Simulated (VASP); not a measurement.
# KBr (Fm-3m) in VASP: a series of runs, part 2 of 2

VASP 6.6.1. Earlier steps stand in the parts before.

### 3 Single point, PBE

Input file INCAR:

```
SYSTEM = KBr
PREC = Accurate
ENCUT = 520
EDIFF = 1E-6
ISMEAR = -1
SIGMA = 0.5
LREAL = .FALSE.
LASPH = .TRUE.
NELM = 80
ALGO = Normal
ISIF = 2
LWAVE = .FALSE.
LCHARG = .FALSE.
GGA = PE
NBANDS = 15
```

Input file KPOINTS:

```
regular mesh
0
G
  4 4 4
  0 0 0
```

Input file POSCAR:

```
KBr
1.0
    0.0000000000      3.3022478341      3.3022478341
    3.3022478341      0.0000000000      3.3022478341
    3.3022478341      3.3022478341      0.0000000000
K Br
1 1
Direct
    0.0000000000      0.0000000000      0.0000000000
    0.5000000000      0.5000000000      0.5000000000
```

Potentials or basis: VASP PAW PBE potentials, release 64 (K_sv, Br).

Launch:

```console
> cat potpaw_PBE.64/K_sv/POTCAR potpaw_PBE.64/Br/POTCAR > POTCAR
> mpirun -np 1 vasp_std > vasp.out
```

OUTCAR:

```text
SYSTEM = KBr
   PREC = Accurate
   ENCUT = 520
   EDIFF = 1E-6
   ISMEAR = -1
   LREAL = .FALSE.
   LASPH = .TRUE.
   NELM = 80
   ISIF = 2
   GGA = PE

 ion  position               nearest neighbor table
   1  0.000  0.000  0.000-   2 3.30   2 3.30   2 3.30   2 3.30   2 3.30   2 3.30
   2  0.500  0.500  0.500-   1 3.30   1 3.30   1 3.30   1 3.30   1 3.30   1 3.30

  LATTYP: Found a face centered cubic cell.
 ALAT       =     6.6044956682

  Lattice vectors:

 A1 = (   0.0000000000,   3.3022478341,   3.3022478341)
 A2 = (   3.3022478341,   0.0000000000,   3.3022478341)
 A3 = (   3.3022478341,   3.3022478341,   0.0000000000)

Analysis of symmetry for initial positions (statically):
=====================================================================
 Subroutine PRICEL returns:
 Original cell was already a primitive cell.

 Routine SETGRP: Setting up the symmetry group for a
 face centered cubic supercell.

 Subroutine GETGRP returns: Found 48 space group operations
 (whereof 48 operations were pure point group operations)
 out of a pool of 48 trial point group operations.

[... 158 lines left out ...]
      5     -13.0084      2.00000
      6      -1.7557      1.99562
      7      -1.7557      1.99562
      8      -1.7557      1.99562
      9       2.6749      0.12137
     10       5.8534      0.00022
     11       5.8534      0.00022
     12       5.8534      0.00022
     13       6.6765      0.00004
     14       6.6765      0.00004
[... 113 lines left out ...]
      2     -14.0451      2.00000
      3     -13.0709      2.00000
      4     -13.0709      2.00000
      5     -12.9136      2.00000
      6      -2.3406      1.99864
      7      -2.3406      1.99864
      8      -2.2896      1.99849
      9       5.6314      0.00035
     10       5.6314      0.00035
     11       6.4996      0.00006
     12       7.2450      0.00001
     13       8.9374      0.00000
     14       9.0448      0.00000
     15       9.2650      0.00000

------------------------ aborting loop because EDIFF is reached ----------------------------------------

  FORCE on cell =-STRESS in cart. coord.  units (eV):
  Direction    XX          YY          ZZ          XY          YZ          ZX
  --------------------------------------------------------------------------------------
  -------------------------------------------------------------------------------------
  Total        0.3430180      0.3430180      0.3430180      0.0000000      0.0000000     -0.0000000
  in kB        7.6307724      7.6307724      7.6307724      0.0000000      0.0000000     -0.0000000
  external PRESSURE =       7.6307724 kB  Pullay stress =       0.0000000 kB

 VOLUME and BASIS-vectors are now :
 -----------------------------------------------------------------------------
  energy-cutoff  :      520.00
  volume of cell :       72.02
      direct lattice vectors                 reciprocal lattice vectors
     0.000000000  3.302247834  3.302247834    -0.151412015  0.151412015  0.151412015
     3.302247834  0.000000000  3.302247834     0.151412015 -0.151412015  0.151412015
     3.302247834  3.302247834  0.000000000     0.151412015  0.151412015 -0.151412015

 POSITION                                       TOTAL-FORCE (eV/Angst)
 -----------------------------------------------------------------------------------
      0.00000      0.00000      0.00000        -0.000000     -0.000000     -0.000000
      3.30225      3.30225      3.30225         0.000000      0.000000      0.000000
 -----------------------------------------------------------------------------------
    total drift:                                0.000000      0.000000      0.000000

  FREE ENERGIE OF THE ION-ELECTRON SYSTEM (eV)
  ---------------------------------------------------
  free  energy   TOTEN  =        -6.2209600327 eV

  energy  without entropy=       -6.1821726289  energy(sigma->0) =       -6.20156633
```

OSZICAR:

```text
N       E                     dE             d eps       ncg     rms          rms(c)
DAV:   1     0.106121372131E+03    0.10612E+03   -0.69313E+03   240   0.945E+02
DAV:   2     0.109674772332E+01   -0.10502E+03   -0.97064E+02   317   0.237E+02
DAV:   3    -0.605927763854E+01   -0.71560E+01   -0.71086E+01   318   0.541E+01
DAV:   4    -0.638958740176E+01   -0.33031E+00   -0.33018E+00   382   0.974E+00
DAV:   5    -0.639228768475E+01   -0.27003E-02   -0.27003E-02   311   0.101E+00    0.310E+00
DAV:   6    -0.622215291822E+01    0.17013E+00   -0.21723E-01   289   0.223E+00    0.225E+00
DAV:   7    -0.621118075138E+01    0.10972E-01   -0.10430E-01   324   0.173E+00    0.103E+00
DAV:   8    -0.621991921717E+01   -0.87385E-02   -0.11239E-02   263   0.782E-01    0.120E-01
DAV:   9    -0.622064062086E+01   -0.72140E-03   -0.73806E-04   303   0.163E-01    0.750E-02
DAV:  10    -0.622094251189E+01   -0.30189E-03   -0.31327E-04   247   0.101E-01    0.124E-02
DAV:  11    -0.622095823502E+01   -0.15723E-04   -0.26272E-05   305   0.283E-02    0.579E-03
DAV:  12    -0.622095991837E+01   -0.16834E-05   -0.43791E-06   239   0.133E-02    0.153E-03
DAV:  13    -0.622096003266E+01   -0.11429E-06   -0.11743E-07   267   0.198E-03
   1 F= -.62209600E+01 E0= -.62015663E+01  d E =-.387874E-01
```

It took 23 s on 1 thread of Intel Xeon 8259CL, shared host; peak memory 0.2 GiB.

Results:

```yaml
Free_energy: -6.2210 eV
Pressure: 0.8 GPa
Band_gap_on_the_k_mesh: 4.43 eV
```

Levels at points of the mesh, in eV from the valence-band top:
| k point | band 5 | band 6 | band 7 | band 8 | band 9 | band 10 | band 11 | band 12 |
| --- | --- | --- | --- | --- | --- | --- | --- | --- |
| (0.00, 0.00, 0.00) | -11.25 | 0.00 | 0.00 | 0.00 | 4.43 | 7.61 | 7.61 | 7.61 |
| (0.50, 0.00, 0.00) | -11.01 | -1.17 | -0.33 | -0.33 | 6.59 | 8.23 | 9.76 | 9.76 |
| (0.50, 0.50, 0.00) | -11.29 | -0.81 | -0.28 | -0.28 | 5.87 | 7.20 | 9.37 | 9.50 |

### 4 Single point, PBE

Input file INCAR:

```
PREC = Accurate
ENCUT = 520
EDIFF = 1E-7
ISMEAR = 0
SIGMA = 0.001
LREAL = False
LASPH = True
NELM = 60
ALGO = Normal
ISIF = 2
LWAVE = False
LCHARG = False
GGA = PE
NBANDS = 15
```

Input file KPOINTS:

```
Automatic mesh
0
Gamma
  4 4 4
```

POSCAR is that of step 3.

Potentials or basis: VASP PAW PBE potentials, release 64 (K_sv, Br).

Launch:

```console
> cat potpaw_PBE.64/K_sv/POTCAR potpaw_PBE.64/Br/POTCAR > POTCAR
> mpirun -np 1 vasp_std > vasp.out
```

OUTCAR:

```text
PREC = Accurate
   ENCUT = 520
   EDIFF = 1E-7
   ISMEAR = 0
   LREAL = False
   LASPH = True
   NELM = 60
   ISIF = 2
   GGA = PE

 ion  position               nearest neighbor table
   1  0.000  0.000  0.000-   2 3.30   2 3.30   2 3.30   2 3.30   2 3.30   2 3.30
   2  0.500  0.500  0.500-   1 3.30   1 3.30   1 3.30   1 3.30   1 3.30   1 3.30

  LATTYP: Found a face centered cubic cell.
 ALAT       =     6.6044956682

  Lattice vectors:

 A1 = (   0.0000000000,   3.3022478341,   3.3022478341)
[... 312 lines left out ...]
------------------------ aborting loop because EDIFF is reached ----------------------------------------

  FORCE on cell =-STRESS in cart. coord.  units (eV):
  Direction    XX          YY          ZZ          XY          YZ          ZX
  --------------------------------------------------------------------------------------
  -------------------------------------------------------------------------------------
  Total        0.3253528      0.3253528      0.3253528     -0.0000000      0.0000000      0.0000000
  in kB        7.2377920      7.2377920      7.2377920     -0.0000000      0.0000000      0.0000000
  external PRESSURE =       7.2377920 kB  Pullay stress =       0.0000000 kB

 VOLUME and BASIS-vectors are now :
 -----------------------------------------------------------------------------
  energy-cutoff  :      520.00
  volume of cell :       72.02
      direct lattice vectors                 reciprocal lattice vectors
     0.000000000  3.302247834  3.302247834    -0.151412015  0.151412015  0.151412015
     3.302247834  0.000000000  3.302247834     0.151412015 -0.151412015  0.151412015
     3.302247834  3.302247834  0.000000000     0.151412015  0.151412015 -0.151412015

 POSITION                                       TOTAL-FORCE (eV/Angst)
 -----------------------------------------------------------------------------------
      0.00000      0.00000      0.00000         0.000000      0.000000      0.000000
      3.30225      3.30225      3.30225        -0.000000     -0.000000     -0.000000
 -----------------------------------------------------------------------------------
    total drift:                                0.000000      0.000000      0.000000

  FREE ENERGIE OF THE ION-ELECTRON SYSTEM (eV)
  ---------------------------------------------------
  free  energy   TOTEN  =        -6.2153569680 eV

  energy  without entropy=       -6.2153569680  energy(sigma->0) =       -6.21535697
```

OSZICAR:

```text
N       E                     dE             d eps       ncg     rms          rms(c)
DAV:   1     0.106486272075E+03    0.10649E+03   -0.69313E+03   240   0.945E+02
DAV:   2     0.110116502146E+01   -0.10539E+03   -0.97177E+02   317   0.238E+02
DAV:   3    -0.605573620544E+01   -0.71569E+01   -0.71098E+01   318   0.541E+01
DAV:   4    -0.638598515151E+01   -0.33025E+00   -0.33012E+00   382   0.974E+00
DAV:   5    -0.638868415524E+01   -0.26990E-02   -0.26990E-02   311   0.101E+00    0.310E+00
DAV:   6    -0.621651974545E+01    0.17216E+00   -0.21966E-01   289   0.224E+00    0.226E+00
DAV:   7    -0.620530875478E+01    0.11211E-01   -0.10699E-01   324   0.175E+00    0.103E+00
DAV:   8    -0.621429359781E+01   -0.89848E-02   -0.11485E-02   263   0.791E-01    0.120E-01
DAV:   9    -0.621503322728E+01   -0.73963E-03   -0.73708E-04   303   0.163E-01    0.762E-02
DAV:  10    -0.621533890002E+01   -0.30567E-03   -0.31277E-04   247   0.101E-01    0.125E-02
DAV:  11    -0.621535507595E+01   -0.16176E-04   -0.26498E-05   305   0.285E-02    0.574E-03
DAV:  12    -0.621535674911E+01   -0.16732E-05   -0.42250E-06   247   0.132E-02    0.164E-03
DAV:  13    -0.621535685923E+01   -0.11012E-06   -0.12321E-07   323   0.199E-03    0.674E-04
DAV:  14    -0.621535696590E+01   -0.10667E-06   -0.15439E-08   183   0.874E-04    0.273E-04
DAV:  15    -0.621535696804E+01   -0.21414E-08   -0.22930E-09   134   0.313E-04
   1 F= -.62153570E+01 E0= -.62153570E+01  d E =0.000000E+00
```

stdout:

```text
POSCAR found type information on POSCAR K Br
 POSCAR found :  2 types and       2 ions
 scaLAPACK will be used
 LDA part: xc-table for (Slater+PW92), standard interpolation
 POSCAR, INCAR and KPOINTS ok, starting setup
 FFT: planning ... GRIDC
 FFT: planning ... GRID_SOFT
 FFT: planning ... GRID
 WAVECAR not read
 entering main loop
```

Run time: 30 s. Hardware: 1 thread of Intel Xeon 8259CL, shared host; peak memory 0.2 GiB.

What came out:

* Free energy: -6.2154 eV
* Pressure: 0.7 GPa
* Band gap on the k mesh: 4.43 eV

### 5 Single point, PBE

Input file INCAR:

```
SYSTEM = KBr
PREC = Accurate
ENCUT = 520
EDIFF = 1E-7
ISMEAR = 0
SIGMA = 0.2
LREAL = .False.
LASPH = .True.
NELM = 100
ALGO = Normal
ISIF = 2
LWAVE = .False.
LCHARG = .False.
GGA = PE
NBANDS = 15
```

Input file KPOINTS:

```
regular mesh
0
Gamma
  4 4 4
  0 0 0
```

POSCAR is that of step 4.

Launch:

```console
> cat potpaw_PBE.64/K_sv/POTCAR potpaw_PBE.64/Br/POTCAR > POTCAR
> mpirun -np 1 vasp_std > vasp.out
```

It took 30 s on 1 thread of Intel Xeon 8259CL, shared host; peak memory 0.2 GiB.

It converged, with:

- Free energy: -6.2154 eV
- Pressure: 0.7 GPa
- Band gap on the k mesh: 4.43 eV

Levels at points of the mesh, in eV from the valence-band top:
```
           k point  band 4  band 5  band 6  band 7  band 8  band 9  band 10  band 11  band 12  band 13
(0.00, 0.00, 0.00)  -11.26  -11.26    0.00    0.00    0.00    4.43     7.60     7.60     7.60     8.42
(0.50, 0.00, 0.00)  -11.27  -11.02   -1.17   -0.33   -0.33    6.59     8.23     9.76     9.76    10.07
(0.50, 0.50, 0.00)  -11.30  -11.30   -0.81   -0.28   -0.28    5.87     7.19     9.36     9.50     9.66
```

### 6 Summary

```tsv
smearing	gap on the mesh (eV)	pressure (GPa)
gaussian 0.01 eV	4.43	0.7
fermi-dirac 0.5 eV	4.43	0.8
gaussian 0.001 eV	4.43	0.7
gaussian 0.2 eV	4.43	0.7
```

Alike in all rows: task single point; level PBE; potentials or basis VASP PAW PBE potentials, release 64 (K_sv, Br); no spin polarisation; cell as given; k mesh 4 × 4 × 4; cutoff (eV) 520.

Total energies depend on the potentials used, so only differences within one code and one set of settings carry meaning.
